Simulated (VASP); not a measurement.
Here is a VASP 6.6.1 calculation.

The input INCAR:

```
SYSTEM = SiC
PREC     = Accurate       ! precision mode
ENCUT    = 520            ! plane-wave cutoff, eV
EDIFF    = 1E-7           ! SCF threshold, eV
ISMEAR   = -1             ! smearing method
SIGMA    = 0.1            ! smearing width, eV
LREAL    = .FALSE.        ! projectors in reciprocal space
LASPH    = .TRUE.         ! aspherical terms in the spheres
NELM     = 80             ! most SCF steps
ALGO     = Normal         ! electronic algorithm
ISIF     = 2              ! what is computed and relaxed
LWAVE    = .FALSE.        ! write WAVECAR
LCHARG   = .TRUE.         ! write CHGCAR
GGA      = PE             ! functional
LELF     = .TRUE.         ! ELF
LVHAR    = .TRUE.       
NBANDS   = 16             ! bands
```

The input KPOINTS:

```
Automatic mesh
0
G
  13 13 7
  0 0 0
```

The input POSCAR:

```
SiC
1.0
    2.9641983271      0.0000000000      0.0000000000
   -1.4820991635      2.5670710531      0.0000000000
    0.0000000000      0.0000000000      4.8584625578
Si C
2 2
Direct
    0.3333333333      0.6666666667      0.0000830320
    0.6666666667      0.3333333333      0.5000830320
    0.3333333333      0.6666666667      0.3759169680
    0.6666666667      0.3333333333      0.8759169680
```

Potentials or basis: VASP PAW PBE potentials, release 64 (Si, C).

Run with:

```console
$ cat potpaw_PBE.64/Si/POTCAR potpaw_PBE.64/C/POTCAR > POTCAR
$ mpirun -np 1 vasp_std > vasp.out
```

What does it give for the pressure?

34.8 GPa.

Estimate the band gap on the k mesh.

2.18 eV (least direct gap 4.20 eV).

Caveat: the cell stands under pressure. A k mesh can miss the band edges.
